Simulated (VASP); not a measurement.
Runs of VASP 6.6.1 on K. The structure is that of space group P6_3/mmc (No. 194), or close to it. The cells are those of the table. This isn't the form of K at room conditions, which is bcc.

```tsv
cell	k mesh	gap on the mesh (eV)	pressure (GPa)
a = 4.629, b = 4.629, c = 7.528 Å, angles 90.0, 90.0, 120.0°, 2 atoms	9 × 9 × 5	none	0.3
a = 4.943, b = 4.943, c = 8.038 Å, angles 90.0, 90.0, 120.0°, 2 atoms	9 × 9 × 5	none	(b)
a = 4.561, b = 4.561, c = 7.417 Å, angles 90.0, 90.0, 120.0°, 2 atoms	9 × 9 × 5	none	(a)
a = 4.760, b = 4.760, c = 7.740 Å, angles 90.0, 90.0, 120.0°, 2 atoms	9 × 9 × 5	none	0.0
a = 4.695, b = 4.695, c = 7.635 Å, angles 90.0, 90.0, 120.0°, 2 atoms	9 × 9 × 5	none	0.1
a = 4.822, b = 4.822, c = 7.842 Å, angles 90.0, 90.0, 120.0°, 2 atoms	9 × 9 × 5	none	-0.1
a = 4.760, b = 4.760, c = 7.740 Å, angles 90.0, 90.0, 120.0°, 2 atoms	13 × 13 × 7	none	0.0
a = 4.883, b = 4.883, c = 7.941 Å, angles 90.0, 90.0, 120.0°, 2 atoms	9 × 9 × 5	none	-0.2
```

Alike in all rows: task single point; level BLYP; potentials or basis VASP PAW PBE potentials, release 64 (K_sv); no spin polarisation; cutoff (eV) 520; smearing fermi-dirac 0.1 eV.

Question: Fill in the values left out.

Answer: (a) 0.5; (b) -0.3.

Caveats: the PAW data sets were made with another functional, which shifts forces and pressure a little.

A gap of «none» marks levels without a gap at the run's occupations.
